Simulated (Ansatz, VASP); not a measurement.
**Two plane-wave programs on BN**

```
CELL_PARAMETERS angstrom
0.00000 1.78947 1.78947
1.78947 0.00000 1.78947
1.78947 1.78947 0.00000
ATOMIC_POSITIONS crystal
B 0.00000 0.00000 0.00000
N 0.25000 0.25000 0.25000
```

Alike in both runs: functional LDA; k mesh 10 × 10 × 10; occupations gaussian, width 0.1 eV; no spin polarisation.

Ansatz relaxed the structure, and its values are those at the end. VASP's run is a single point on that final structure, the one shown.

|  | VASP | Ansatz |
| --- | --- | --- |
| version | VASP 6.6.1 | Ansatz 0.2.0 |
| potentials or method | VASP PAW LDA potentials, release 64 (B, N), cutoff 520 eV | scalar-relativistic, plane waves, PAW |
| valence electrons in the cell | 8 | 8 |

VASP gave:

* gap on the k mesh at the Fermi level (eV): 4.38
* least direct gap on the mesh (eV): 8.82
* pressure (GPa): 1.5

What did Ansatz give for the same quantities?

gap on the k mesh at the Fermi level (eV): 4.39; least direct gap on the mesh (eV): 8.83; pressure (GPa): 0.3.

Ansatz warns that its potentials were made for another functional, while VASP's fit it. LDA's correlation is that of Perdew and Zunger in VASP and of Perdew and Wang (1992) in Ansatz.
